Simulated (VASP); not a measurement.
# Al (Cmc2_1) in VASP: further runs

Al is run at these levels: PBE; tasks: single point, relaxation of cell and atoms.

All numbers are computed with VASP 6.6.1; they aren't measurements. Logs are shortened: lines on timing, memory, paths and dates and some standing lists are left out, and cuts for length are marked.

### Step 1. The cell of the first run

The structure is orthorhombic, space group Cmc2_1 (No. 36). Conventional cell: a = 2.866 Å, b = 4.756 Å, c = 9.321 Å, α = 90.00°, β = 90.00°, γ = 90.00°. Al (site symmetry m) has 12 Al at 2.64 to 3.34 Å within 3.5 Å. Al (site symmetry m) has 12 Al at 2.64 to 3.34 Å within 3.5 Å.

### Step 2. Single point, PBE

File INCAR:

```
PREC = Accurate ; ENCUT = 520
EDIFF = 1E-6 ; ISMEAR = 0
SIGMA = 0.1 ; LREAL = F
LASPH = T ; NELM = 100
ALGO = Normal ; ISIF = 2
LWAVE = F ; LCHARG = F
GGA = PE ; NBANDS = 14
```

File KPOINTS:

```
Automatic mesh
0
Gamma
  8 8 2
```

File POSCAR:

```
Al
1.0
    1.4332090300     -2.3782174200      0.0000000000
    1.4332090300      2.3782174200      0.0000000000
    0.0000000000      0.0000000000      9.3211864400
Al
4
Direct
    0.0417833700      0.9582166300      0.0105004200
    0.4189107500      0.5810892500      0.2394995800
    0.9582166300      0.0417833700      0.5105004200
    0.5810892500      0.4189107500      0.7394995800
```

Potentials or basis: VASP PAW PBE potentials, release 64 (Al).

Run with:

```console
$ cat potpaw_PBE.64/Al/POTCAR > POTCAR
$ mpirun -np 1 vasp_std > vasp.out
```

OUTCAR:

```text
PREC = Accurate
   ENCUT = 520
   EDIFF = 1E-6
   ISMEAR = 0
   LREAL = F
   LASPH = T
   NELM = 100
   ISIF = 2
   GGA = PE

 ion  position               nearest neighbor table
   1  0.042  0.958  0.011-   2 2.64   2 2.64   2 2.79   4 2.91   4 2.91   4 3.34
   2  0.419  0.581  0.239-   1 2.64   1 2.64   1 2.79   3 2.91   3 2.91   3 3.34
   3  0.958  0.042  0.511-   4 2.64   4 2.64   4 2.79   2 2.91   2 2.91   2 3.34
   4  0.581  0.419  0.739-   3 2.64   3 2.64   3 2.79   1 2.91   1 2.91   1 3.34

  LATTYP: Found a base centered orthorhombic cell.
 ALAT       =     2.8664180600
 B/A-ratio  =     1.6593653614
 C/A-ratio  =     3.2518586769

  Lattice vectors:

 A1 = (   1.4332090300,  -2.3782174200,   0.0000000000)
 A2 = (   1.4332090300,   2.3782174200,   0.0000000000)
 A3 = (   0.0000000000,   0.0000000000,   9.3211864400)

Analysis of symmetry for initial positions (statically):
=====================================================================
 Subroutine PRICEL returns:
 Original cell was already a primitive cell.

 Routine SETGRP: Setting up the symmetry group for a
 base centered orthorhombic supercell.

 Subroutine GETGRP returns: Found  4 space group operations
 (whereof  2 operations were pure point group operations)
 out of a pool of  8 trial point group operations.

The static configuration has the point symmetry C_1h.
 The point group associated with its full space group is C_2v.

Analysis of symmetry for dynamics (positions and initial velocities):
=====================================================================
 Subroutine PRICEL returns:
 Original cell was already a primitive cell.

 Routine SETGRP: Setting up the symmetry group for a
 base centered orthorhombic supercell.

 Subroutine GETGRP returns: Found  4 space group operations
 (whereof  2 operations were pure point group operations)
 out of a pool of  8 trial point group operations.

The dynamic configuration has the point symmetry C_1h.
 The point group associated with its full space group is C_2v.

 Subroutine INISYM returns: Found  4 space group operations
 (whereof  2 operations are pure point group operations),
 and found     1 'primitive' translations

----------------------------------------------------------------------------------------

                                     Primitive cell

  volume of cell :      63.5422

  direct lattice vectors                    reciprocal lattice vectors
     1.433209030 -2.378217420  0.000000000     0.348867464 -0.210241501  0.000000000
     1.433209030  2.378217420  0.000000000     0.348867464  0.210241501  0.000000000
[... 101 lines left out ...]
   NUPDOWN=      -1.0000    fix difference up-down
   EMIN   =  10.00;   EMAX   =-10.00  energy-range for DOS
   EFERMI =   0.00;   METHOD = LEGACY
   ISMEAR =     0;   SIGMA  =   0.10  broadening in eV -4-tet -1-fermi 0-gaus
   EFERMI_NEDOS =   21; number of points for ismear=-14 and -15
   IALGO  =     38    algorithm
   IMIX   =      4    mixing-type and parameters
     AMIX     =   0.40;   BMIX     =  1.00
     AMIX_MAG =   1.60;   BMIX_MAG =  1.00
  volume/ion in A,a.u.               =      15.89       107.20
  Fermi-wavevector in a.u.,A,eV,Ry     =   0.939250  1.774925 12.002928  0.882190
  Thomas-Fermi vector in A             =   2.066543
   LORBIT       =      0    0 simple, 1 ext, 2 COOP (PROOUT), +10 PAW based schemes
   GGA     = PE    functional components
   LHFCALC =     F    Hartree Fock is set to
   AEXX    =    0.0000 exact exchange contribution
   IVDW    =     0    specifies the selected vdW correction
   LEPSILON=     F    determine dielectric tensor
   LRPA    =     F    only Hartree local field effects (RPA)
 non-spin polarized calculation
 Gauss-broadening in eV      SIGMA  =   0.10
  energy-cutoff  :      520.00
  volume of cell :       63.54
 maximum number of plane-waves:      1732
 NGX is ok and might be reduce to    24
   NGX = 11   NGY = 11   NGZ = 35

 number of electron      12.0000000 magnetization

 Free energy of the ion-electron system (eV)
  ---------------------------------------------------
  ext. energy  EPLUGINS =         0.00000000
  ---------------------------------------------------
  free energy    TOTEN  =       -14.37569095 eV

  energy without entropy =      -14.35847615  energy(sigma->0) =      -14.36708355

 E-fermi :   8.4264     XC(G=0): -10.3228

 val. band max:        8.3528088687   @ k =   0.5000   0.1250   0.0000
 cond. band min:       8.4360565963   @ k =   0.3750   0.2500   0.0000
 fundamental gap:      0.0832477276
 Fermi energy:         8.4263609156

 k-point     1 :       0.0000    0.0000    0.0000
  band No.  band energies     occupation
      1      -3.0727      2.00000
      2      -1.8408      2.00000
      3      -0.8013      2.00000
      4       3.6317      2.00000
      5       3.7383      2.00000
      6      11.3481      0.00000
      7      11.8314      0.00000
      8      18.9050      0.00000
      9      19.1366      0.00000
     10      19.6789      0.00000
     11      20.0132      0.00000
     12      20.1398      0.00000
     13      20.2663      0.00000
     14      20.4167      0.00000
[... 377 lines left out ...]
      1      -1.1536      2.00000
      2      -1.1536      2.00000
      3       2.3301      2.00000
      4       2.3301      2.00000
      5       8.5994      0.01441
      6       8.5994      0.01441
      7      10.7363      0.00000
      8      10.7363      0.00000
      9      13.8240      0.00000
     10      13.8240      0.00000
     11      16.2680      0.00000
     12      16.2680      0.00000
     13      16.8696      0.00000
     14      16.8696      0.00000

 [... further k-points ...]
[... 5 lines left out ...]
  --------------------------------------------------------------------------------------
  -------------------------------------------------------------------------------------
  Total        1.2536992      2.6609253      3.1549683      0.0000000      0.0000000      0.0000000
  in kB       31.6112495     67.0935836     79.5505720      0.0000000      0.0000000      0.0000000
  external PRESSURE =      59.4184684 kB  Pullay stress =       0.0000000 kB

 VOLUME and BASIS-vectors are now :
 -----------------------------------------------------------------------------
  energy-cutoff  :      520.00
  volume of cell :       63.54
      direct lattice vectors                 reciprocal lattice vectors
     1.433209030 -2.378217420  0.000000000     0.348867464 -0.210241501  0.000000000
     1.433209030  2.378217420  0.000000000     0.348867464  0.210241501  0.000000000
     0.000000000  0.000000000  9.321186440     0.000000000  0.000000000  0.107282480

 POSITION                                       TOTAL-FORCE (eV/Angst)
 -----------------------------------------------------------------------------------
      1.43321      2.17948      0.09788         0.000000     -0.191145     -0.981940
      1.43321      0.38570      2.23242         0.000000      0.271834      0.981940
      1.43321     -2.17948      4.75847         0.000000      0.191145     -0.981940
      1.43321     -0.38570      6.89301         0.000000     -0.271834      0.981940
 -----------------------------------------------------------------------------------
    total drift:                               -0.000000     -0.000000     -0.000029

  FREE ENERGIE OF THE ION-ELECTRON SYSTEM (eV)
  ---------------------------------------------------
  free  energy   TOTEN  =       -14.3756909463 eV

  energy  without entropy=      -14.3584761497  energy(sigma->0) =      -14.36708355
```

Run time: 24 s. Hardware: 1 thread of Intel Xeon Platinum 8259CL at 2.50GHz (Skylake/Cascade Lake), shared host; peak memory 0.19 GiB.

Results:

```
Free energy            : -14.3757 eV
Pressure               : 5.9 GPa
Largest force          : 1.019 eV/Å
Band gap on the k mesh : zero (band 6 reaches 12.14 eV, above the bottom of band 7 at 6.63 eV)
```

Forces in eV/Å, atoms in the order of the input:
```
Al   0.000 -0.191 -0.982
Al   0.000  0.272  0.982
Al   0.000  0.191 -0.982
Al   0.000 -0.272  0.982
```

Levels at points of the mesh, in eV from the Fermi level:
```
           k point  band 2  band 3  band 4  band 5  band 6  band 7  band 8  band 9  band 10  band 11
(0.00, 0.00, 0.00)  -10.27   -9.23   -4.79   -4.69    2.92    3.41   10.48   10.71    11.25    11.59
(0.50, 0.00, 0.00)   -5.51   -4.45   -4.44   -3.13   -3.11    0.85    0.91    1.27     1.31     6.41
(0.50, 0.50, 0.00)   -5.12   -4.00   -3.98   -2.91   -2.88    0.82    1.03    1.93     2.09     5.03
(0.00, 0.00, 0.50)  -11.10   -7.58   -7.58   -1.14   -1.14    8.00    8.00   10.74    10.74    11.08
(0.50, 0.00, 0.50)   -5.17   -5.13   -5.13   -1.81   -1.81   -1.45   -1.45    4.40     4.40     4.50
(0.50, 0.50, 0.50)   -4.82   -4.67   -4.67   -1.74   -1.74   -0.91   -0.91    4.66     4.66     4.97
```

Caveat: forces of over 1 eV/Å act on the atoms, so gaps and moduli don't describe the material at rest.

(Part 1 of 2 ends here.)
